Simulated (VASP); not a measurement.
Write the native input for VASP 6.6.1 that does the following.

| Quantity | Value |
| --- | --- |
| Task | single point |
| Functional | PBEsol |
| Potentials or basis | VASP PAW PBE potentials, release 64 (Ba_sv, Ti_sv, O) |
| Cutoff | 520 eV |
| k mesh | 8 × 8 × 8 |
| Occupations | gaussian, width 0.02 eV |
| Spin | no spin polarisation |
| Dipole correction | no |
| Further INCAR settings | ALGO = Normal; EDIFF = 1e-06; NBANDS = 28 |

The structure of BaTiO3 lies in POSCAR:

```
BaTiO3
1.0
    4.0095680257      0.0000000000      0.0000000000
    0.0000000000      3.9599446590      0.0000000000
    0.0000000000      0.0000000000      3.9599446590
Ba Ti O
1 1 3
Direct
    0.5000000000      0.5000000000      0.5000000000
    0.0000000000      0.0000000000      0.0000000000
    0.5000000000      0.0000000000      0.0000000000
    0.0000000000      0.5000000000      0.0000000000
    0.0000000000      0.0000000000      0.5000000000
```

This cell differs from its parent crystal: uniaxial strain along a: +1.0 %.

One way to write it, as run:

INCAR

```
SYSTEM = BaTiO3
PREC = Accurate ; ENCUT = 520
EDIFF = 1E-6 ; ISMEAR = 0
SIGMA = 0.02 ; LREAL = .False.
LASPH = .True. ; NELM = 100
ALGO = Normal ; ISIF = 2
LWAVE = .False. ; LCHARG = .False.
GGA = PS ; NBANDS = 28
```

KPOINTS

```
Automatic mesh
0
Gamma
  8 8 8
  0 0 0
```

Potentials or basis: VASP PAW PBE potentials, release 64 (Ba_sv, Ti_sv, O).

Command:

```bash
$ cat potpaw_PBE.64/Ba_sv/POTCAR potpaw_PBE.64/Ti_sv/POTCAR potpaw_PBE.64/O/POTCAR > POTCAR
$ mpirun -np 1 vasp_std > vasp.out
```

Results of the run:

* Pressure: 1.1 GPa
* Band gap on the k mesh: 1.71 eV, indirect (least direct gap 1.85 eV)

Caveat: the cell differs from its parent crystal (uniaxial strain along a: +1.0 %); the PAW data sets were made with another functional, which shifts forces and pressure a little; spin-orbit coupling is left out, which moves the levels of the heavy elements.

It took 80 s on 1 thread of Intel(R) Xeon(R) 6975P-C (Granite Rapids), on a shared host, peak memory 0.26 GiB.
